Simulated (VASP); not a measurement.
# Ti2SeO3 (P-3m1) in VASP: single point with r2SCAN

Aim: the single point of Ti2SeO3 with r2SCAN.

Everything below comes from runs of VASP 6.6.1. Logs are shortened: lines on timing, memory, paths and dates and some standing lists are left out, and cuts for length are marked.

### 1 The cell of the first run

The structure is trigonal, space group P-3m1 (No. 164). The conventional cell has a = 3.235 Å, b = 3.235 Å, c = 8.257 Å, α = 90.00°, β = 90.00°, γ = 120.00°. Se (site symmetry -3m) has 6 O at 2.31 Å within 3.1 Å. O (site symmetry 3m) has 3 Se at 2.31 Å and 3 Ti at 2.34 Å within 3.1 Å. O (site symmetry -3m) has 6 Ti at 2.31 Å within 3.1 Å. Within 3.1 Å of Ti (site symmetry 3m) lie 6 O at 2.31 to 2.34 Å.

### 2 Single point, r2SCAN

File POSCAR:

```
Ti2SeO3
1.0
    3.2346078400      0.0000000000      0.0000000000
   -1.6173039200      2.8012532600      0.0000000000
    0.0000000000      0.0000000000      8.2569011200
Se O Ti
1 3 2
Direct
    0.0000000000      0.0000000000      0.5000000000
    0.3333300000      0.6666700000      0.6650000000
    0.6666700000      0.3333300000      0.3350000000
    0.0000000000      0.0000000000      0.0000000000
    0.3333300000      0.6666700000      0.1647000000
    0.6666700000      0.3333300000      0.8353000000
```

File INCAR.step1:

```
SYSTEM = Ti2SeO3
PREC = Accurate
ENCUT = 660
ISMEAR = 0
SIGMA = 0.0152
LREAL = .FALSE.
LASPH = .TRUE.
NELM = 120
NBANDS = 33
GGA = PE
ALGO = Normal
EDIFF = 1E-5
LWAVE = .TRUE.
LCHARG = .FALSE.
GGA_COMPAT = .FALSE.
```

File INCAR.step2:

```
SYSTEM = Ti2SeO3
PREC = Accurate
ENCUT = 660
EDIFF = 1E-6
ISMEAR = 0
SIGMA = 0.0152
LREAL = .FALSE.
LASPH = .TRUE.
NELM = 120
ALGO = Normal
ISIF = 2
LWAVE = .FALSE.
LCHARG = .FALSE.
METAGGA = R2SCAN
LMIXTAU = .TRUE.
NBANDS = 33
ISTART = 1
GGA_COMPAT = .FALSE.
```

File KPOINTS:

```
regular mesh
0
G
  9 9 3
  0 0 0
```

Potentials or basis: VASP PAW PBE potentials, release 64 (Se, O, Ti_sv).

Run with:

```
$ cat potpaw_PBE.64/Se/POTCAR potpaw_PBE.64/O/POTCAR potpaw_PBE.64/Ti_sv/POTCAR > POTCAR
$ cp INCAR.step1 INCAR
$ mpirun -np 1 vasp_std > vasp.out
$ cp INCAR.step2 INCAR
$ mpirun -np 1 vasp_std > vasp.out
```

OUTCAR:

```text
SYSTEM = Ti2SeO3
   PREC = Accurate
   ENCUT = 660
   EDIFF = 1E-6
   ISMEAR = 0
   LREAL = .FALSE.
   LASPH = .TRUE.
   NELM = 120
   ISIF = 2
   METAGGA = R2SCAN
   ISTART = 1

 ion  position               nearest neighbor table
   1  0.000  0.000  0.500-   2 2.31   3 2.31   3 2.31   2 2.31   3 2.31   2 2.31
   2  0.333  0.667  0.665-   1 2.31   1 2.31   1 2.31   6 2.34   6 2.34   6 2.34
   3  0.667  0.333  0.335-   1 2.31   1 2.31   1 2.31   5 2.34   5 2.34   5 2.34
   4  0.000  0.000  0.000-   5 2.31   6 2.31   6 2.31   5 2.31   6 2.31   5 2.31
   5  0.333  0.667  0.165-   4 2.31   4 2.31   4 2.31   3 2.34   3 2.34   3 2.34
   6  0.667  0.333  0.835-   4 2.31   4 2.31   4 2.31   2 2.34   2 2.34   2 2.34

  LATTYP: Found a hexagonal cell.
 ALAT       =     3.2346078400
 C/A-ratio  =     2.5526745524

  Lattice vectors:

 A1 = (   3.2346078400,   0.0000000000,   0.0000000000)
 A2 = (  -1.6173039200,   2.8012532600,   0.0000000000)
 A3 = (   0.0000000000,   0.0000000000,   8.2569011200)

Analysis of symmetry for initial positions (statically):
=====================================================================
 Subroutine PRICEL returns:
 Original cell was already a primitive cell.

 Routine SETGRP: Setting up the symmetry group for a
 hexagonal supercell.

 Subroutine GETGRP returns: Found  4 space group operations
 (whereof  4 operations were pure point group operations)
 out of a pool of 24 trial point group operations.

The static configuration has the point symmetry C_2h.

Analysis of symmetry for dynamics (positions and initial velocities):
=====================================================================
 Subroutine PRICEL returns:
 Original cell was already a primitive cell.

 Routine SETGRP: Setting up the symmetry group for a
 hexagonal supercell.

 Subroutine GETGRP returns: Found  4 space group operations
 (whereof  4 operations were pure point group operations)
 out of a pool of 24 trial point group operations.

The dynamic configuration has the point symmetry C_2h.

 Subroutine INISYM returns: Found  4 space group operations
 (whereof  4 operations are pure point group operations),
 and found     1 'primitive' translations

----------------------------------------------------------------------------------------

                                     Primitive cell

  volume of cell :      74.8154

  direct lattice vectors                    reciprocal lattice vectors
     3.234607840  0.000000000  0.000000000     0.309156488  0.178491537  0.000000000
    -1.617303920  2.801253260  0.000000000     0.000000000  0.356983074  0.000000000
     0.000000000  0.000000000  8.256901120     0.000000000  0.000000000  0.121110812

  length of vectors
     3.234607840  3.234608446  8.256901120     0.356983141  0.356983074  0.121110812

  position of ions in fractional coordinates (direct lattice)
     0.000000000  0.000000000  0.500000000
     0.333330000  0.666670000  0.665000000
     0.666670000  0.333330000  0.335000000
     0.000000000  0.000000000  0.000000000
     0.333330000  0.666670000  0.164700000
     0.666670000  0.333330000  0.835300000

  ion indices of the primitive-cell ions
   primitive index   ion index
                 1           1
                 2           2
                 3           3
                 4           4
                 5           5
                 6           6

----------------------------------------------------------------------------------------

 KPOINTS: regular mesh

Automatic generation of k-mesh.
 Grid dimensions read from file:
 generate k-points for:    9    9    3

 Generating k-lattice:

  Cartesian coordinates                     Fractional coordinates (reciprocal lattice)
     0.034350721  0.019832393  0.000000000     0.111111111  0.000000000  0.000000000
     0.000000000  0.039664786  0.000000000     0.000000000  0.111111111  0.000000000
     0.000000000  0.000000000  0.040370271     0.000000000  0.000000000  0.333333333

  Length of vectors
     0.039664793  0.039664786  0.040370271

  Shift w.r.t. Gamma in fractional coordinates (k-lattice)
     0.000000000  0.000000000  0.000000000

 Subroutine IBZKPT returns following result:
 ===========================================

 Found     70 irreducible k-points:

 Following reciprocal coordinates:
            Coordinates               Weight
  0.000000  0.000000  0.000000      1.000000
  0.111111  0.000000  0.000000      4.000000
 -0.111111  0.111111  0.000000      2.000000
  0.222222  0.000000  0.000000      4.000000
 -0.222222  0.222222  0.000000      2.000000
  0.333333  0.000000  0.000000      4.000000
[... 16 lines left out ...]
 -0.222222 -0.444444  0.000000      4.000000
  0.444444  0.333333  0.000000      4.000000
 [... further k-points ...]
   k-points           NKPTS =     70   k-points in BZ     NKDIM =     70   number of bands    NBANDS=     33
   number of dos      NEDOS =    301   number of ions     NIONS =      6
   total plane-waves  NPLWV =  54880
   dimension x,y,z NGX =    28 NGY =   28 NGZ =   70
   dimension x,y,z NGXF=    56 NGYF=   56 NGZF=  140
   ions per type =               1   3   2
   NGX,Y,Z   is equivalent  to a cutoff of  14.39, 14.39, 14.09 a.u.
   NGXF,Y,Z  is equivalent  to a cutoff of  28.78, 28.78, 28.19 a.u.
 SYSTEM =  Ti2SeO3
   PREC   = accura    normal or accurate (medium, high low for compatibility)
   ISTART =      1    job   : 0-new  1-cont  2-samecut
   ICHARG =      0    charge: 1-file 2-atom 10-const
   ISPIN  =      1    spin polarized calculation?
   LNONCOLLINEAR =      F non collinear calculations
   LSORBIT =      F    spin-orbit coupling
   LASPH  =      T    aspherical Exc in radial PAW
   ENCUT  =  660.0 eV  48.51 Ry    6.96 a.u.   6.78  6.78 17.30*2*pi/ulx,y,z
   NELM   =    120;   NELMIN=  2; NELMDL=  0     # of ELM steps
   EDIFF  = 0.1E-05   stopping-criterion for ELM
   LREAL  =      F    real-space projection
   EDIFFG = 0.1E-04   stopping-criterion for IOM
   NSW    =      0    number of steps for IOM
   IBRION =     -1    ionic relax: 0-MD 1-quasi-New 2-CG
   NFREE  =      0    steps in history (QN), initial steepest desc. (CG)
   ISIF   =      2    stress and relaxation
   ISYM   =      2    0-nonsym 1-usesym 2-fastsym
   POTIM  = 0.5000    time-step for ionic-motion
   TEBEG  =    0.0;   TEEND  =   0.0 temperature during run
   PSTRESS=    0.0 pullay stress
   NELECT =      48.0000    total number of electrons
   NUPDOWN=      -1.0000    fix difference up-down
   EMIN   =  10.00;   EMAX   =-10.00  energy-range for DOS
   EFERMI =   0.00;   METHOD = LEGACY
   ISMEAR =     0;   SIGMA  =   0.02  broadening in eV -4-tet -1-fermi 0-gaus
   EFERMI_NEDOS =   21; number of points for ismear=-14 and -15
   IALGO  =     38    algorithm
   IMIX   =      4    mixing-type and parameters
     AMIX     =   0.40;   BMIX     =  1.00
     AMIX_MAG =   1.60;   BMIX_MAG =  1.00
  volume/ion in A,a.u.               =      12.47        84.15
  Fermi-wavevector in a.u.,A,eV,Ry     =   1.411968  2.668233 27.125308  1.993654
  Thomas-Fermi vector in A             =   2.533765
   LORBIT       =      0    0 simple, 1 ext, 2 COOP (PROOUT), +10 PAW based schemes
   METAGGA = R2SCAN    functional components
   LHFCALC =     F    Hartree Fock is set to
   AEXX    =    0.0000 exact exchange contribution
   IVDW    =     0    specifies the selected vdW correction
   LEPSILON=     F    determine dielectric tensor
   LRPA    =     F    only Hartree local field effects (RPA)
 non-spin polarized calculation
 Gauss-broadening in eV      SIGMA  =   0.02
  energy-cutoff  :      660.00
  volume of cell :       74.82
 maximum number of plane-waves:      2900
   NGX = 13   NGY = 13   NGZ = 35

 number of electron      48.0000003 magnetization

 Free energy of the ion-electron system (eV)
  ---------------------------------------------------
  ext. energy  EPLUGINS =         0.00000000
  ---------------------------------------------------
  free energy    TOTEN  =       -63.97753823 eV

  energy without entropy =      -63.97661499  energy(sigma->0) =      -63.97707661

 E-fermi :   8.0978     XC(G=0): -12.0855

 val. band max:        8.0958440319   @ k =   0.0000   0.1111   0.3333
 cond. band min:       8.1350595427   @ k =  -0.3333   0.3333   0.3333
 fundamental gap:      0.0392155108
 Fermi energy:         8.0977713281

 k-point     1 :       0.0000    0.0000    0.0000
  band No.  band energies     occupation
      1     -52.4978      2.00000
      2     -52.4842      2.00000
      3     -27.8179      2.00000
      4     -27.6908      2.00000
      5     -27.6014      2.00000
      6     -27.6014      2.00000
[... 25 lines left out ...]
     32       9.1727      0.00000
     33       9.6099      0.00000

 k-point     2 :       0.1111    0.0000    0.0000
  band No.  band energies     occupation
      1     -52.4948      2.00000
      2     -52.4820      2.00000
      3     -27.8096      2.00000
      4     -27.6911      2.00000
      5     -27.6238      2.00000
      6     -27.6147      2.00000
[... 25 lines left out ...]
     32       9.5378      0.00000
     33      10.0043      0.00000

 k-point     3 :      -0.1111    0.1111    0.0000
  band No.  band energies     occupation
      1     -52.4948      2.00000
      2     -52.4820      2.00000
      3     -27.8096      2.00000
      4     -27.6911      2.00000
      5     -27.6239      2.00000
      6     -27.6147      2.00000
[... 25 lines left out ...]
     32       9.5378      0.00000
     33      10.0044      0.00000

 k-point     4 :       0.2222    0.0000    0.0000
  band No.  band energies     occupation
      1     -52.4871      2.00000
      2     -52.4764      2.00000
      3     -27.7894      2.00000
      4     -27.7077      2.00000
      5     -27.6740      2.00000
      6     -27.6625      2.00000
[... 25 lines left out ...]
     32      10.0144      0.00000
     33      10.0828      0.00000

 k-point     5 :      -0.2222    0.2222    0.0000
  band No.  band energies     occupation
      1     -52.4871      2.00000
      2     -52.4764      2.00000
      3     -27.7894      2.00000
      4     -27.7077      2.00000
      5     -27.6740      2.00000
      6     -27.6625      2.00000
[... 604 lines left out ...]
 k-point    22 :       0.3333    0.2222    0.0000
  band No.  band energies     occupation
      1     -52.4686      2.00000
      2     -52.4656      2.00000
      3     -27.7926      2.00000
      4     -27.7676      2.00000
      5     -27.7166      2.00000
      6     -27.7017      2.00000
[... 25 lines left out ...]
     32      10.2888      0.00000
     33      10.5675      0.00000

 k-point    23 :      -0.2222   -0.4444    0.0000
  band No.  band energies     occupation
      1     -52.4686      2.00000
      2     -52.4656      2.00000
      3     -27.7926      2.00000
      4     -27.7676      2.00000
      5     -27.7166      2.00000
      6     -27.7017      2.00000
[... 25 lines left out ...]
     32      10.2888      0.00000
     33      10.5675      0.00000

 k-point    24 :       0.4444    0.3333    0.0000
  band No.  band energies     occupation
      1     -52.4686      2.00000
      2     -52.4656      2.00000
      3     -27.7926      2.00000
      4     -27.7676      2.00000
      5     -27.7166      2.00000
      6     -27.7017      2.00000
[... 25 lines left out ...]
     32      10.2888      0.00000
     33      10.5675      0.00000

 [... further k-points ...]

------------------------ aborting loop because EDIFF is reached ----------------------------------------

  FORCE on cell =-STRESS in cart. coord.  units (eV):
  Direction    XX          YY          ZZ          XY          YZ          ZX
  --------------------------------------------------------------------------------------
  -------------------------------------------------------------------------------------
  Total       -5.2453367     -5.2449315     -5.9749539      0.0003531      0.0003636     -0.0006298
  in kB     -112.3292504   -112.3205738   -127.9540542      0.0075627      0.0077871     -0.0134870
  external PRESSURE =    -117.5346261 kB  Pullay stress =       0.0000000 kB

 VOLUME and BASIS-vectors are now :
 -----------------------------------------------------------------------------
  energy-cutoff  :      660.00
  volume of cell :       74.82
      direct lattice vectors                 reciprocal lattice vectors
     3.234607840  0.000000000  0.000000000     0.309156488  0.178491537  0.000000000
    -1.617303920  2.801253260  0.000000000     0.000000000  0.356983074  0.000000000
     0.000000000  0.000000000  8.256901120     0.000000000  0.000000000  0.121110812

 POSITION                                       TOTAL-FORCE (eV/Angst)
 -----------------------------------------------------------------------------------
      0.00000      0.00000      4.12845        -0.000000      0.000000      0.000000
     -0.00002      1.86751      5.49084        -0.000290      0.000168      3.685266
      1.61732      0.93374      2.76606         0.000290     -0.000168     -3.685266
      0.00000      0.00000      0.00000        -0.000000      0.000000      0.000000
     -0.00002      1.86751      1.35991        -0.000046      0.000027     -0.470142
      1.61732      0.93374      6.89699         0.000046     -0.000027      0.470142
 -----------------------------------------------------------------------------------
    total drift:                                0.000000      0.000000      0.000000

  FREE ENERGIE OF THE ION-ELECTRON SYSTEM (eV)
  ---------------------------------------------------
  free  energy   TOTEN  =       -63.9775382278 eV

  energy  without entropy=      -63.9766149916  energy(sigma->0) =      -63.97707661
```

It took 29 min on 1 thread of Intel Xeon 8259CL, shared host; peak memory 0.39 GiB.

What came out:

```
Free energy            : -63.9775 eV
Pressure               : -11.8 GPa
Largest force          : 3.685 eV/Å
Band gap on the k mesh : zero (bands 24 and 25 overlap by 0.49 eV)
```

Forces in eV/Å, atoms in the order of the input:
```
Se   0.000  0.000  0.000
O    0.000  0.000  3.685
O    0.000  0.000 -3.685
O    0.000  0.000  0.000
Ti   0.000  0.000 -0.470
Ti   0.000  0.000  0.470
```

Stress tensor (GPa, compression positive):
```
-11.23   0.00   0.00
  0.00 -11.23   0.00
  0.00   0.00 -12.80
```

Levels at points of the mesh, in eV from the Fermi level:
```tsv
k point	band 21	band 22	band 23	band 24	band 25	band 26	band 27	band 28
(0.00, 0.00, 0.00)	-4.69	-1.85	-0.38	-0.16	-0.16	0.24	0.24	0.26
```

Caveat: the cell stands under tension; the PAW data sets were made with another functional, which shifts forces and pressure a little.

The gap in the log of VASP goes by the Fermi energy; the results here count the filled bands.